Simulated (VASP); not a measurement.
# Br (P6_3/mmc) in VASP: a series of runs

The runs below take Br through single point, with PBE.

Program: VASP 6.6.1. These are calculated values, not measurements. Logs are shortened: lines on timing, memory, paths and dates and some standing lists are left out, and cuts for length are marked.

## (1) The cell of the first run

The structure is hexagonal, space group P6_3/mmc (No. 194). The conventional cell has a = 3.047 Å, b = 3.047 Å, c = 4.285 Å, α = 90.00°, β = 90.00°, γ = 120.00°. Within 3.7 Å of Br (site symmetry -6m2) lie 12 Br at 2.77 to 3.05 Å.

## (2) Single point, PBE (17.22 Å³/atom)

File POSCAR:

```
Br
1.0
    3.0467664079      0.0000000000      0.0000000000
   -1.5233832039      2.6385771086      0.0000000000
    0.0000000000      0.0000000000      4.2848397513
Br
2
Direct
    0.3333333333      0.6666666667      0.2500000000
    0.6666666667      0.3333333333      0.7500000000
```

File INCAR.step1:

```
SYSTEM = Br
ALGO = Normal
EDIFF = 1E-6
ENCUT = 520
GGA = PE
ISIF = 2
ISMEAR = -1
LASPH = .TRUE.
LCHARG = .TRUE.
LREAL = .FALSE.
LWAVE = .FALSE.
NBANDS = 14
NELM = 80
PREC = Accurate
SIGMA = 0.05
```

File KPOINTS.step1:

```
k-points
0
G
  14 14 8
  0 0 0
```

File INCAR.step2:

```
SYSTEM = Br
ALGO = Normal
EDIFF = 1E-6
ENCUT = 520
GGA = PE
ICHARG = 11
ISIF = 2
ISMEAR = -5
LASPH = .TRUE.
LCHARG = .FALSE.
LORBIT = 11
LREAL = .FALSE.
LWAVE = .FALSE.
NEDOS = 1001
NELM = 80
PREC = Accurate
SIGMA = 0.05
```

File KPOINTS.step2:

```
k-points
0
G
  21 21 12
  0 0 0
```

Potentials or basis: VASP PAW PBE potentials, release 64 (Br).

On the command line:

```bash
$ cat potpaw_PBE.64/Br/POTCAR > POTCAR
$ cp INCAR.step1 INCAR
$ cp KPOINTS.step1 KPOINTS
$ mpirun -np 1 vasp_std > vasp.out
$ cp INCAR.step2 INCAR
$ cp KPOINTS.step2 KPOINTS
$ mpirun -np 1 vasp_std > vasp.out
```

OUTCAR:

```text
SYSTEM = Br
   EDIFF = 1E-6
   ENCUT = 520
   GGA = PE
   ICHARG = 11
   ISIF = 2
   ISMEAR = -5
   LASPH = .TRUE.
   LORBIT = 11
   LREAL = .FALSE.
   NELM = 80
   PREC = Accurate

 ion  position               nearest neighbor table
   1  0.333  0.667  0.250-   2 2.77   2 2.77   2 2.77   2 2.77   2 2.77   2 2.77
   2  0.667  0.333  0.750-   1 2.77   1 2.77   1 2.77   1 2.77   1 2.77   1 2.77

  LATTYP: Found a hexagonal cell.
 ALAT       =     3.0467664079
 C/A-ratio  =     1.4063565031

  Lattice vectors:

 A1 = (   3.0467664079,   0.0000000000,   0.0000000000)
 A2 = (  -1.5233832039,   2.6385771086,   0.0000000000)
 A3 = (   0.0000000000,   0.0000000000,   4.2848397513)

Analysis of symmetry for initial positions (statically):
=====================================================================
 Subroutine PRICEL returns:
 Original cell was already a primitive cell.

 Routine SETGRP: Setting up the symmetry group for a
 hexagonal supercell.

 Subroutine GETGRP returns: Found 24 space group operations
 (whereof 12 operations were pure point group operations)
 out of a pool of 24 trial point group operations.

The static configuration has the point symmetry D_3d.
 The point group associated with its full space group is D_6h.

Analysis of symmetry for dynamics (positions and initial velocities):
=====================================================================
 Subroutine PRICEL returns:
 Original cell was already a primitive cell.

 Routine SETGRP: Setting up the symmetry group for a
 hexagonal supercell.

 Subroutine GETGRP returns: Found 24 space group operations
 (whereof 12 operations were pure point group operations)
 out of a pool of 24 trial point group operations.

The dynamic configuration has the point symmetry D_3d.
 The point group associated with its full space group is D_6h.

 Subroutine INISYM returns: Found 24 space group operations
 (whereof 12 operations are pure point group operations),
 and found     1 'primitive' translations

----------------------------------------------------------------------------------------

                                     Primitive cell

  volume of cell :      34.4464

  direct lattice vectors                    reciprocal lattice vectors
     3.046766408  0.000000000  0.000000000     0.328216826  0.189496073  0.000000000
    -1.523383204  2.638577109  0.000000000     0.000000000  0.378992146  0.000000000
     0.000000000  0.000000000  4.284839751     0.000000000  0.000000000  0.233380957

  length of vectors
[... 100 lines left out ...]
   EFERMI_NEDOS =   21; number of points for ismear=-14 and -15
   IALGO  =     38    algorithm
   IMIX   =      4    mixing-type and parameters
     AMIX     =   0.40;   BMIX     =  1.00
     AMIX_MAG =   1.60;   BMIX_MAG =  1.00
  volume/ion in A,a.u.               =      17.22       116.23
  Fermi-wavevector in a.u.,A,eV,Ry     =   1.212652  2.291581 20.007719  1.470526
  Thomas-Fermi vector in A             =   2.348130
   LORBIT       =     11    0 simple, 1 ext, 2 COOP (PROOUT), +10 PAW based schemes
   GGA     = PE    functional components
   LHFCALC =     F    Hartree Fock is set to
   AEXX    =    0.0000 exact exchange contribution
   IVDW    =     0    specifies the selected vdW correction
   LEPSILON=     F    determine dielectric tensor
   LRPA    =     F    only Hartree local field effects (RPA)
 non-spin polarized calculation
 Fermi weights with tetrahedron method with Bloechl corrections
  energy-cutoff  :      520.00
  volume of cell :       34.45
 maximum number of plane-waves:       946
 NGX is ok and might be reduce to    24

 number of electron      13.9999998 magnetization

 Free energy of the ion-electron system (eV)
  ---------------------------------------------------
  ext. energy  EPLUGINS =         0.00000000
  ---------------------------------------------------
  free energy    TOTEN  =        -0.55045403 eV

  energy without entropy =       -0.55045403  energy(sigma->0) =       -0.55045403

 E-fermi :   7.3741     XC(G=0): -11.3811

 val. band max:        7.5168670898   @ k =   0.4286   0.0952   0.5000
 cond. band min:       7.2472265407   @ k =   0.1905   0.1429   0.5000
 fundamental gap:     -0.2696405491
 Fermi energy:         7.3741418752

 k-point     1 :       0.0000    0.0000    0.0000
  band No.  band energies     occupation
      1     -11.9662      2.00000
      2      -7.1508      2.00000
      3      -1.0665      2.00000
      4       6.2014      2.00000
      5       6.2015      2.00000
      6       8.2911      0.00000
      7       8.2911      0.00000
      8      10.1553      0.00000
      9      13.6014      0.00000
     10      17.3110      0.00000
     11      18.5497      0.00000
[... 309 lines left out ...]
 k-point    24 :       0.1905    0.0952    0.0000
  band No.  band energies     occupation
      1     -10.9425      2.00000
      2      -6.8544      2.00000
      3       0.0546      2.00000
      4       2.5550      2.00000
      5       3.8418      2.00000
      6       6.0755      2.00000
      7       7.9081     -0.03230
      8       8.0665      0.00000
      9      14.5820      0.00000
     10      16.9444      0.00000
     11      17.1367      0.00000

 [... further k-points ...]

------------------------ aborting loop because EDIFF is reached ----------------------------------------

  FORCE on cell =-STRESS in cart. coord.  units (eV):
  Direction    XX          YY          ZZ          XY          YZ          ZX
  --------------------------------------------------------------------------------------
  -------------------------------------------------------------------------------------
  Total        8.4873311      8.4873311      8.4850647      0.0000000      0.0000000      0.0000000
  in kB      394.7645914    394.7645914    394.6591775      0.0000000      0.0000000      0.0000000
  external PRESSURE =     394.7294534 kB  Pullay stress =       0.0000000 kB

 VOLUME and BASIS-vectors are now :
 -----------------------------------------------------------------------------
  energy-cutoff  :      520.00
  volume of cell :       34.45
      direct lattice vectors                 reciprocal lattice vectors
     3.046766408  0.000000000  0.000000000     0.328216826  0.189496073  0.000000000
    -1.523383204  2.638577109  0.000000000     0.000000000  0.378992146  0.000000000
     0.000000000  0.000000000  4.284839751     0.000000000  0.000000000  0.233380957

 POSITION                                       TOTAL-FORCE (eV/Angst)
 -----------------------------------------------------------------------------------
     -0.00000      1.75905      1.07121         0.000000     -0.000000      0.000000
      1.52338      0.87953      3.21363        -0.000000      0.000000      0.000000
 -----------------------------------------------------------------------------------
    total drift:                               -0.000000      0.000000      0.000000

  FREE ENERGIE OF THE ION-ELECTRON SYSTEM (eV)
  ---------------------------------------------------
  free  energy   TOTEN  =        -0.5504540257 eV

  energy  without entropy=       -0.5504540257  energy(sigma->0) =       -0.55045403

 total charge

# of ion       s       p       d       tot
------------------------------------------
    1        1.670   3.079   0.083   4.832
    2        1.670   3.079   0.083   4.832
--------------------------------------------------
tot          3.340   6.157   0.166   9.663
```

OUTCAR.step1:

```text
SYSTEM = Br
   EDIFF = 1E-6
   ENCUT = 520
   GGA = PE
   ISIF = 2
   ISMEAR = -1
   LASPH = .TRUE.
[... 632 lines left out ...]
     -0.00000      1.75905      1.07121         0.000000     -0.000000      0.000000
      1.52338      0.87953      3.21363         0.000000      0.000000      0.000000
 -----------------------------------------------------------------------------------
    total drift:                               -0.000000      0.000000      0.000000

  FREE ENERGIE OF THE ION-ELECTRON SYSTEM (eV)
  ---------------------------------------------------
  free  energy   TOTEN  =        -0.5589045731 eV

  energy  without entropy=       -0.5468657003  energy(sigma->0) =       -0.55288514
```

It took 51 s on 1 thread of Intel Xeon Platinum 8488C (Sapphire Rapids), shared host; peak memory 0.23 GiB.

What came out:

```yaml
Valence_electrons_inside_the_program's_atomic_spheres: Br 4.83
```

## (3) Single point, PBE (26.41 Å³/atom)

This run uses another cell than the first one, of 26.41 Å³/atom.

File POSCAR:

```
Br
1.0
    3.7619665892      0.0000000001      0.0000000000
   -1.8809832946      3.2579586344      0.0000000000
    0.0000000000      0.0000000000      4.3094278130
Br
2
Direct
    0.3333333333      0.6666666667      0.2500000000
    0.6666666667      0.3333333333      0.7500000000
```

File INCAR.step1:

```
SYSTEM = Br
ALGO     = Normal         ! electronic algorithm
EDIFF    = 1E-6           ! SCF threshold, eV
ENCUT    = 520            ! plane-wave cutoff, eV
GGA      = PE             ! functional
ISIF     = 2              ! what is computed and relaxed
ISMEAR   = -1             ! smearing method
LASPH    = .True.         ! aspherical terms in the spheres
LCHARG   = .True.         ! write CHGCAR
LREAL    = .False.        ! projectors in reciprocal space
LWAVE    = .False.        ! write WAVECAR
NBANDS   = 14             ! bands
NELM     = 100            ! most SCF steps
PREC     = Accurate       ! precision mode
SIGMA    = 0.05           ! smearing width, eV
```

File KPOINTS.step1:

```
k-points
0
Gamma
  14 14 8
  0 0 0
```

File INCAR.step2:

```
SYSTEM = Br
ALGO     = Normal         ! electronic algorithm
EDIFF    = 1E-6           ! SCF threshold, eV
ENCUT    = 520            ! plane-wave cutoff, eV
GGA      = PE             ! functional
ICHARG   = 11             ! starting density
ISIF     = 2              ! what is computed and relaxed
ISMEAR   = -5             ! smearing method
LASPH    = .True.         ! aspherical terms in the spheres
LCHARG   = .False.        ! write CHGCAR
LORBIT   = 11             ! projections on sites
LREAL    = .False.        ! projectors in reciprocal space
LWAVE    = .False.        ! write WAVECAR
NBANDS   = 14             ! bands
NEDOS    = 1001           ! points of the DOS
NELM     = 100            ! most SCF steps
PREC     = Accurate       ! precision mode
SIGMA    = 0.05           ! smearing width, eV
```

File KPOINTS.step2:

```
k-points
0
Gamma
  21 21 12
  0 0 0
```

Potentials or basis: VASP PAW PBE potentials, release 64 (Br).

On the command line:

```bash
$ cat potpaw_PBE.64/Br/POTCAR > POTCAR
$ cp INCAR.step1 INCAR
$ cp KPOINTS.step1 KPOINTS
$ mpirun -np 1 vasp_std > vasp.out
$ cp INCAR.step2 INCAR
$ cp KPOINTS.step2 KPOINTS
$ mpirun -np 1 vasp_std > vasp.out
```

Run time: 1.9 min. Hardware: 1 thread of Intel Xeon Platinum 8488C (Sapphire Rapids), shared host; peak memory 0.3 GiB.

Results (log left out):

```yaml
Valence_electrons_inside_the_program's_atomic_spheres: Br 4.69
```

Levels at points of the mesh, in eV from the Fermi level:
```csv
k point,band 5,band 6,band 7,band 8,band 9,band 10
"(0.00, 0.00, 0.00)",-2.00,-0.11,-0.11,1.14,6.09,7.04
"(0.00, 0.00, 0.50)",-1.07,-1.07,-1.07,-1.07,8.82,8.82
```

## (4) Single point, PBE (28.71 Å³/atom)

This run uses another cell than the first one, of 28.71 Å³/atom.

File POSCAR:

```
Br
1.0
    3.9264464971      0.0000000000      0.0000000000
   -1.9632232486      3.4004024131      0.0000000000
    0.0000000000      0.0000000000      4.2999388874
Br
2
Direct
    0.3333333333      0.6666666667      0.2500000000
    0.6666666667      0.3333333333      0.7500000000
```

File INCAR.step1:

```
SYSTEM = Br
  PREC = Accurate
  ENCUT = 520
  EDIFF = 1E-6
  ISMEAR = -1
  SIGMA = 0.05
  LREAL = .False.
  LASPH = .True.
  NELM = 60
  ALGO = Normal
  ISIF = 2
  LWAVE = .False.
  LCHARG = .True.
  GGA = PE
  NBANDS = 14
```

File KPOINTS.step1:

```
regular mesh
0
Gamma
  14 14 8
  0 0 0
```

File INCAR.step2:

```
SYSTEM = Br
  PREC = Accurate
  ENCUT = 520
  EDIFF = 1E-6
  ISMEAR = -5
  SIGMA = 0.05
  LREAL = .False.
  LASPH = .True.
  NELM = 60
  ALGO = Normal
  ISIF = 2
  LWAVE = .False.
  LCHARG = .False.
  GGA = PE
  LORBIT = 11
  NBANDS = 14
  NEDOS = 1001
  ICHARG = 11
```

File KPOINTS.step2:

```
regular mesh
0
Gamma
  21 21 12
  0 0 0
```

On the command line:

```bash
$ cat potpaw_PBE.64/Br/POTCAR > POTCAR
$ cp INCAR.step1 INCAR
$ cp KPOINTS.step1 KPOINTS
$ mpirun -np 1 vasp_std > vasp.out
$ cp INCAR.step2 INCAR
$ cp KPOINTS.step2 KPOINTS
$ mpirun -np 1 vasp_std > vasp.out
```

It took 2.7 min on 1 thread of Intel Xeon Platinum 8488C (Sapphire Rapids), shared host; peak memory 0.32 GiB.

The run converged. Its results:

```yaml
Valence_electrons_inside_the_program's_atomic_spheres: Br 4.68
```

Levels at points of the mesh, in eV from the Fermi level:
```tsv
k point	band 4	band 5	band 6	band 7	band 8	band 9	band 10	band 11
(0.00, 0.00, 0.00)	-2.02	-2.02	-0.19	-0.19	0.90	6.30	6.73	10.51
(0.00, 0.00, 0.50)	-2.01	-1.11	-1.11	-1.11	-1.11	8.86	8.86	9.60
```
